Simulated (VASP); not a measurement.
Si:

```
Si
1.0
     0.00000    2.71356    2.71356
     2.71356    0.00000    2.71356
     2.71356    2.71356    0.00000
Si
2
Cartesian
  1.3568 1.3568 1.3568
  5.4271 5.4271 5.4271
```

```yaml
Program: VASP 6.6.1
Task: relaxation of cell and atoms
Functional: revPBE
Dispersion: D3(BJ)
Potentials_or_basis: VASP PAW PBE potentials, release 64 (Si)
Cutoff: 500 eV
k_mesh: 6 × 6 × 6
Occupations: gaussian, width 0.01 eV
Spin: no spin polarisation
```

At the start: pressure -1.8 GPa; volume 19.98 Å³/atom.

Task: Where does the relaxation end?

Result: Over 3 steps the energy falls by 2.2 meV/atom and the volume is 19.59 Å³/atom (-1.9 %); space group Fd-3m (No. 227, to 0.1 Å) before and after.

The path:
| step | energy change (eV) | largest force (eV/Å) | pressure (GPa) | volume (Å³) |
| --- | --- | --- | --- | --- |
| 1 | 0.0000 | 0.0000 | -1.75 | 39.96 |
| 2 | -0.0026 | 0.0000 | 1.21 | 38.71 |
| 3 | -0.0043 | 0.0000 | 0.01 | 39.19 |

Final structure:
```
CELL_PARAMETERS angstrom
0.00000 2.69593 2.69593
2.69593 0.00000 2.69593
2.69593 2.69593 0.00000
ATOMIC_POSITIONS crystal
Si 0.25000 0.25000 0.25000
Si 0.00000 0.00000 0.00000
```

Caveat: the PAW data sets were made with another functional, which shifts forces and pressure a little.
